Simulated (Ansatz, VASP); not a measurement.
# Two plane-wave programs on CdTeSe3

```
Cd Te Se
1.0
     5.45633    0.00000    0.00000
     0.00000    5.45633    0.00000
     0.00000    0.00000    6.18965
Cd Te Se
1 1 3
Direct
  0.00000 0.00000 0.36333
  0.50000 0.50000 0.57982
  0.00000 0.50000 0.43068
  0.50000 0.50000 0.96809
  0.50000 0.00000 0.43068
```

Change from the starting cell: species swapped into the PrBPt3 type (P4mm, No. 99).

Alike in both runs: functional PBE; k mesh 8 × 8 × 6; occupations gaussian, width 0.1 eV; no spin polarisation.

Ansatz relaxed the structure, and its values are those at the end. VASP's run is a single point on that final structure, the one shown.

|  | VASP | Ansatz |
| --- | --- | --- |
| version | VASP 6.6.1 | Ansatz 0.2.0 |
| potentials or method | VASP PAW PBE potentials, release 64 (Cd, Te, Se), cutoff 520 eV | scalar-relativistic, plane waves, PAW |
| valence electrons in the cell | 36 | 84 |

```tsv
	VASP	Ansatz	Ansatz less VASP
gap on the k mesh at the Fermi level (eV)	none	none	-
pressure (GPa)	0.1	0.0	-0.08
rms of the force components (eV/Å)	0.012	0.002	-0.0098
```

A gap of «none» marks a metal or a gap that the smearing closes. The functional is the same, so the differences come from potentials, cutoffs and numerics. VASP's potentials hold 36 valence electrons a cell and Ansatz's 84, so a difference there can come from the potentials and not from the codes.

Neither program's run includes spin-orbit coupling.
